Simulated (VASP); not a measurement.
# HfO2 (Fm-3m) in VASP: a series of runs, part 3 of 3

VASP 6.6.1. Earlier steps stand in the parts before.

**5. Single point, r2SCAN**

POSCAR reads:

```
HfO2
1.0
    0.0000000000      2.5291823175      2.5291823175
    2.5291823175      0.0000000000      2.5291823175
    2.5291823175      2.5291823175      0.0000000000
Hf O
1 2
Direct
    0.0000000000      0.0000000000      0.0000000000
    0.2500000000      0.2500000000      0.2500000000
    0.7500000000      0.7500000000      0.7500000000
```

INCAR.step1 reads:

```
SYSTEM = HfO2
  PREC = Accurate
  ENCUT = 520
  ISMEAR = -1
  SIGMA = 0.02
  LREAL = .False.
  LASPH = .True.
  NELM = 60
  NBANDS = 18
  GGA = PE
  ALGO = Normal
  EDIFF = 1E-4
  LWAVE = .True.
  LCHARG = .False.
```

INCAR.step2 reads:

```
SYSTEM = HfO2
  PREC = Accurate
  ENCUT = 520
  EDIFF = 1E-7
  ISMEAR = -1
  SIGMA = 0.02
  LREAL = .False.
  LASPH = .True.
  NELM = 60
  ALGO = Normal
  ISIF = 2
  LWAVE = .False.
  LCHARG = .True.
  METAGGA = R2SCAN
  LMIXTAU = .True.
  LELF = .True.
  LVHAR = .True.
  NBANDS = 18
  ISTART = 1
```

KPOINTS reads:

```
regular mesh
0
Gamma
  8 8 8
  0 0 0
```

Potentials or basis: VASP PAW PBE potentials, release 64 (Hf_pv, O).

On the command line:

```
$ cat potpaw_PBE.64/Hf_pv/POTCAR potpaw_PBE.64/O/POTCAR > POTCAR
$ cp INCAR.step1 INCAR
$ mpirun -np 1 vasp_std > vasp.out
$ cp INCAR.step2 INCAR
$ mpirun -np 1 vasp_std > vasp.out
```

OUTCAR:

```text
SYSTEM = HfO2
   PREC = Accurate
   ENCUT = 520
   EDIFF = 1E-7
   ISMEAR = -1
   LREAL = .False.
   LASPH = .True.
   NELM = 60
   ISIF = 2
   METAGGA = R2SCAN
   ISTART = 1

 ion  position               nearest neighbor table
   1  0.000  0.000  0.000-   3 2.19   3 2.19   3 2.19   2 2.19   3 2.19   2 2.19   2 2.19   2 2.19

   2  0.250  0.250  0.250-   1 2.19   1 2.19   1 2.19   1 2.19
   3  0.750  0.750  0.750-   1 2.19   1 2.19   1 2.19   1 2.19

  LATTYP: Found a face centered cubic cell.
 ALAT       =     5.0583646350

  Lattice vectors:

 A1 = (   0.0000000000,   2.5291823175,   2.5291823175)
 A2 = (   2.5291823175,   0.0000000000,   2.5291823175)
 A3 = (   2.5291823175,   2.5291823175,   0.0000000000)

Analysis of symmetry for initial positions (statically):
=====================================================================
 Subroutine PRICEL returns:
 Original cell was already a primitive cell.

 Routine SETGRP: Setting up the symmetry group for a
 face centered cubic supercell.

 Subroutine GETGRP returns: Found 48 space group operations
 (whereof 48 operations were pure point group operations)
 out of a pool of 48 trial point group operations.

The static configuration has the point symmetry O_h .

Analysis of symmetry for dynamics (positions and initial velocities):
=====================================================================
 Subroutine PRICEL returns:
 Original cell was already a primitive cell.

 Routine SETGRP: Setting up the symmetry group for a
 face centered cubic supercell.

 Subroutine GETGRP returns: Found 48 space group operations
 (whereof 48 operations were pure point group operations)
 out of a pool of 48 trial point group operations.

The dynamic configuration has the point symmetry O_h .

 Subroutine INISYM returns: Found 48 space group operations
 (whereof 48 operations are pure point group operations),
 and found     1 'primitive' translations

----------------------------------------------------------------------------------------

                                     Primitive cell

  volume of cell :      32.3572

  direct lattice vectors                    reciprocal lattice vectors
     0.000000000  2.529182318  2.529182318    -0.197692352  0.197692352  0.197692352
     2.529182318  0.000000000  2.529182318     0.197692352 -0.197692352  0.197692352
     2.529182318  2.529182318  0.000000000     0.197692352  0.197692352 -0.197692352

  length of vectors
     3.576803935  3.576803935  3.576803935     0.342413197  0.342413197  0.342413197

  position of ions in fractional coordinates (direct lattice)
     0.000000000  0.000000000  0.000000000
     0.250000000  0.250000000  0.250000000
     0.750000000  0.750000000  0.750000000

  ion indices of the primitive-cell ions
   primitive index   ion index
                 1           1
                 2           2
                 3           3

----------------------------------------------------------------------------------------

 KPOINTS: regular mesh

Automatic generation of k-mesh.
 Grid dimensions read from file:
 generate k-points for:    8    8    8

 Generating k-lattice:

  Cartesian coordinates                     Fractional coordinates (reciprocal lattice)
    -0.024711544  0.024711544  0.024711544     0.125000000  0.000000000  0.000000000
     0.024711544 -0.024711544  0.024711544     0.000000000  0.125000000  0.000000000
     0.024711544  0.024711544 -0.024711544     0.000000000  0.000000000  0.125000000

  Length of vectors
     0.042801650  0.042801650  0.042801650

  Shift w.r.t. Gamma in fractional coordinates (k-lattice)
     0.000000000  0.000000000  0.000000000

 Subroutine IBZKPT returns following result:
 ===========================================

 Found     29 irreducible k-points:

 Following reciprocal coordinates:
            Coordinates               Weight
  0.000000  0.000000  0.000000      1.000000
  0.125000  0.000000  0.000000      8.000000
  0.250000  0.000000  0.000000      8.000000
  0.375000  0.000000  0.000000      8.000000
  0.500000  0.000000  0.000000      4.000000
  0.125000  0.125000  0.000000      6.000000
[... 16 lines left out ...]
  0.500000  0.250000  0.125000     48.000000
 -0.375000  0.250000  0.125000     24.000000
 [... further k-points ...]
   k-points           NKPTS =     29   k-points in BZ     NKDIM =     29   number of bands    NBANDS=     18
   number of dos      NEDOS =    301   number of ions     NIONS =      3
   total plane-waves  NPLWV =  21952
   dimension x,y,z NGX =    28 NGY =   28 NGZ =   28
   dimension x,y,z NGXF=    56 NGYF=   56 NGZF=   56
   ions per type =               1   2
   NGX,Y,Z   is equivalent  to a cutoff of  13.01, 13.01, 13.01 a.u.
   NGXF,Y,Z  is equivalent  to a cutoff of  26.03, 26.03, 26.03 a.u.
 SYSTEM =  HfO2
   PREC   = accura    normal or accurate (medium, high low for compatibility)
   ISTART =      1    job   : 0-new  1-cont  2-samecut
   ICHARG =      0    charge: 1-file 2-atom 10-const
   ISPIN  =      1    spin polarized calculation?
   LNONCOLLINEAR =      F non collinear calculations
   LSORBIT =      F    spin-orbit coupling
   LASPH  =      T    aspherical Exc in radial PAW
   ENCUT  =  520.0 eV  38.22 Ry    6.18 a.u.   6.65  6.65  6.65*2*pi/ulx,y,z
   NELM   =     60;   NELMIN=  2; NELMDL=  0     # of ELM steps
   EDIFF  = 0.1E-06   stopping-criterion for ELM
   LREAL  =      F    real-space projection
   EDIFFG = 0.1E-05   stopping-criterion for IOM
   NSW    =      0    number of steps for IOM
   IBRION =     -1    ionic relax: 0-MD 1-quasi-New 2-CG
   NFREE  =      0    steps in history (QN), initial steepest desc. (CG)
   ISIF   =      2    stress and relaxation
   ISYM   =      2    0-nonsym 1-usesym 2-fastsym
   POTIM  = 0.5000    time-step for ionic-motion
   TEBEG  =    0.0;   TEEND  =   0.0 temperature during run
   PSTRESS=    0.0 pullay stress
   NELECT =      22.0000    total number of electrons
   NUPDOWN=      -1.0000    fix difference up-down
   EMIN   =  10.00;   EMAX   =-10.00  energy-range for DOS
   EFERMI =   0.00;   METHOD = LEGACY
   ISMEAR =    -1;   SIGMA  =   0.02  broadening in eV -4-tet -1-fermi 0-gaus
   EFERMI_NEDOS =   21; number of points for ismear=-14 and -15
   IALGO  =     38    algorithm
   IMIX   =      4    mixing-type and parameters
     AMIX     =   0.40;   BMIX     =  1.00
     AMIX_MAG =   1.60;   BMIX_MAG =  1.00
  volume/ion in A,a.u.               =      10.79        72.79
  Fermi-wavevector in a.u.,A,eV,Ry     =   1.439546  2.720348 28.195259  2.072293
  Thomas-Fermi vector in A             =   2.558390
   LORBIT       =      0    0 simple, 1 ext, 2 COOP (PROOUT), +10 PAW based schemes
   METAGGA = R2SCAN    functional components
   LHFCALC =     F    Hartree Fock is set to
   AEXX    =    0.0000 exact exchange contribution
   IVDW    =     0    specifies the selected vdW correction
   LEPSILON=     F    determine dielectric tensor
   LRPA    =     F    only Hartree local field effects (RPA)
 non-spin polarized calculation
  energy-cutoff  :      520.00
  volume of cell :       32.36
 maximum number of plane-waves:       893
   NGX = 13   NGY = 13   NGZ = 13

 number of electron      21.9999992 magnetization

 Free energy of the ion-electron system (eV)
  ---------------------------------------------------
  ext. energy  EPLUGINS =         0.00000000
  ---------------------------------------------------
  free energy    TOTEN  =       -68.54745541 eV

  energy without entropy =      -68.54745541  energy(sigma->0) =      -68.54745541

 E-fermi :   4.4627     XC(G=0): -12.6182

 val. band max:        3.9692370806   @ k =   0.5000   0.5000   0.0000
 cond. band min:       8.2839469852   @ k =   0.5000   0.5000   0.0000
 fundamental gap:      4.3147099047
 Fermi energy:         4.4626939409

 k-point     1 :       0.0000    0.0000    0.0000
  band No.  band energies     occupation
      1     -26.6562      2.00000
      2     -26.6562      2.00000
      3     -26.6562      2.00000
      4     -15.8031      2.00000
      5     -12.7665      2.00000
      6      -1.5147      2.00000
[... 10 lines left out ...]
     17      15.0558      0.00000
     18      16.6797      0.00000
[... 463 lines left out ...]
 k-point    24 :      -0.3750    0.2500    0.1250
  band No.  band energies     occupation
      1     -27.0501      2.00000
      2     -26.8394      2.00000
      3     -26.7350      2.00000
      4     -14.2116      2.00000
      5     -13.6533      2.00000
      6      -0.9767      2.00000
[... 10 lines left out ...]
     17      15.5807      0.00000
     18      16.6693      0.00000

 [... further k-points ...]
[... 5 lines left out ...]
  --------------------------------------------------------------------------------------
  -------------------------------------------------------------------------------------
  Total       -0.8021453     -0.8021453     -0.8021453     -0.0000000      0.0000000     -0.0000000
  in kB      -39.7185344    -39.7185344    -39.7185344     -0.0000000      0.0000000     -0.0000000
  external PRESSURE =     -39.7185344 kB  Pullay stress =       0.0000000 kB

 VOLUME and BASIS-vectors are now :
 -----------------------------------------------------------------------------
  energy-cutoff  :      520.00
  volume of cell :       32.36
      direct lattice vectors                 reciprocal lattice vectors
     0.000000000  2.529182318  2.529182318    -0.197692352  0.197692352  0.197692352
     2.529182318  0.000000000  2.529182318     0.197692352 -0.197692352  0.197692352
     2.529182318  2.529182318  0.000000000     0.197692352  0.197692352 -0.197692352

 POSITION                                       TOTAL-FORCE (eV/Angst)
 -----------------------------------------------------------------------------------
      0.00000      0.00000      0.00000        -0.000000      0.000000     -0.000000
      1.26459      1.26459      1.26459         0.000000      0.000000     -0.000000
      3.79377      3.79377      3.79377         0.000000     -0.000000      0.000000
 -----------------------------------------------------------------------------------
    total drift:                                0.000000      0.000000      0.000000

  FREE ENERGIE OF THE ION-ELECTRON SYSTEM (eV)
  ---------------------------------------------------
  free  energy   TOTEN  =       -68.5474554128 eV

  energy  without entropy=      -68.5474554128  energy(sigma->0) =      -68.54745541
```

It took 73 s on 1 thread of AMD EPYC 9R45 (Zen 5), shared host; peak memory 0.14 GiB.

What came out:

| Quantity | Value |
| --- | --- |
| Free energy | -68.5475 eV |
| Pressure | -4.0 GPa |
| Band gap on the k mesh | 4.31 eV, direct |

Levels at points of the mesh, in eV from the valence-band top:
```csv
k point,band 8,band 9,band 10,band 11,band 12,band 13,band 14,band 15
"(0.00, 0.00, 0.00)",-5.48,-0.64,-0.64,-0.64,4.42,4.42,6.52,11.09
"(0.50, 0.00, 0.00)",-3.08,-2.82,-1.90,-1.90,5.12,5.12,7.56,9.64
"(0.50, 0.50, 0.00)",-3.60,-1.57,-1.57,0.00,4.31,6.05,7.24,8.73
```

Caveat: the PAW data sets were made with another functional, which shifts forces and pressure a little; spin-orbit coupling is left out, which moves the levels of the heavy elements. A k mesh can miss the band edges.

**6. Single point, r2SCAN**

POSCAR is that of step 5.

INCAR.step1 reads:

```
ALGO     = Normal         # electronic algorithm
EDIFF    = 1E-4           # SCF threshold, eV
ENCUT    = 520            # plane-wave cutoff, eV
GGA      = PE             # functional
ISMEAR   = 0              # smearing method
LASPH    = True           # aspherical terms in the spheres
LCHARG   = False          # write CHGCAR
LREAL    = False          # projectors in reciprocal space
LWAVE    = True           # write WAVECAR
NBANDS   = 18             # bands
NELM     = 100            # most SCF steps
PREC     = Accurate       # precision mode
SIGMA    = 0.01           # smearing width, eV
```

INCAR.step2 reads:

```
ALGO     = Normal         # electronic algorithm
EDIFF    = 1E-7           # SCF threshold, eV
ENCUT    = 520            # plane-wave cutoff, eV
ISIF     = 2              # what is computed and relaxed
ISMEAR   = 0              # smearing method
ISTART   = 1            
LASPH    = True           # aspherical terms in the spheres
LCHARG   = False          # write CHGCAR
LMIXTAU  = True         
LREAL    = False          # projectors in reciprocal space
LWAVE    = False          # write WAVECAR
METAGGA  = R2SCAN         # meta-GGA
NBANDS   = 18             # bands
NELM     = 100            # most SCF steps
PREC     = Accurate       # precision mode
SIGMA    = 0.01           # smearing width, eV
```

KPOINTS reads:

```
k-points
0
Gamma
  8 8 8
```

Potentials or basis: VASP PAW PBE potentials, release 64 (Hf_pv, O).

On the command line:

```
$ cat potpaw_PBE.64/Hf_pv/POTCAR potpaw_PBE.64/O/POTCAR > POTCAR
$ cp INCAR.step1 INCAR
$ mpirun -np 1 vasp_std > vasp.out
$ cp INCAR.step2 INCAR
$ mpirun -np 1 vasp_std > vasp.out
```

Wall time 76 s (1 thread of AMD EPYC 9R45 (Zen 5), shared host); peak memory 0.14 GiB.

The run converged. Its results:

* Free energy: -68.5475 eV
* Pressure: -4.0 GPa
* Band gap on the k mesh: 4.31 eV, direct

Levels at points of the mesh, in eV from the valence-band top:
```tsv
k point	band 7	band 8	band 9	band 10	band 11	band 12	band 13	band 14	band 15	band 16
(0.00, 0.00, 0.00)	-5.48	-5.48	-0.64	-0.64	-0.64	4.42	4.42	6.52	11.09	11.09
(0.50, 0.00, 0.00)	-4.40	-3.08	-2.82	-1.90	-1.90	5.12	5.12	7.56	9.64	10.02
(0.50, 0.50, 0.00)	-3.60	-3.60	-1.57	-1.57	0.00	4.31	6.05	7.24	8.73	8.73
```

Caveat: the PAW data sets were made with another functional, which shifts forces and pressure a little; spin-orbit coupling is left out, which moves the levels of the heavy elements. r2SCAN opens gaps a little over a GGA but as a rule still falls short of measured ones.

**7. Overview**

```csv
level,cell,k mesh,smearing,gap on the mesh (eV),pressure (GPa)
PBE,"a = 3.577 Å, angles 60.0°, 3 atoms",6 × 6 × 6,gaussian 0.01 eV,3.82,2.1
PBE,"a = 3.577 Å, angles 60.0°, 3 atoms",8 × 8 × 8,fermi-dirac 0.02 eV,3.82,2.1
PBEsol,"a = 3.567 Å, angles 60.0°, 3 atoms",8 × 8 × 8,fermi-dirac 0.02 eV,3.71,-3.7
r2SCAN,"a = 3.577 Å, angles 60.0°, 3 atoms",8 × 8 × 8,fermi-dirac 0.02 eV,4.31,-4.0
r2SCAN,"a = 3.577 Å, angles 60.0°, 3 atoms",8 × 8 × 8,gaussian 0.01 eV,4.31,-4.0
```

Alike in all rows: task single point; potentials or basis VASP PAW PBE potentials, release 64 (Hf_pv, O); no spin polarisation; cutoff (eV) 520.

On the cell as given the gap runs from 3.82 eV (PBE) to 4.31 eV (r2SCAN); the meshes differ, which moves gaps too. The pressure there spans -4.0 GPa (r2SCAN) to 2.1 GPa (PBE); a positive pressure means that this level wants a larger cell, a negative one a smaller.

Caveats: spin-orbit coupling is left out, which moves the levels of the heavy elements; the PAW data sets were made with another functional, which shifts forces and pressure a little (some runs).

Absolute energies hang on the potentials; compare differences alone.
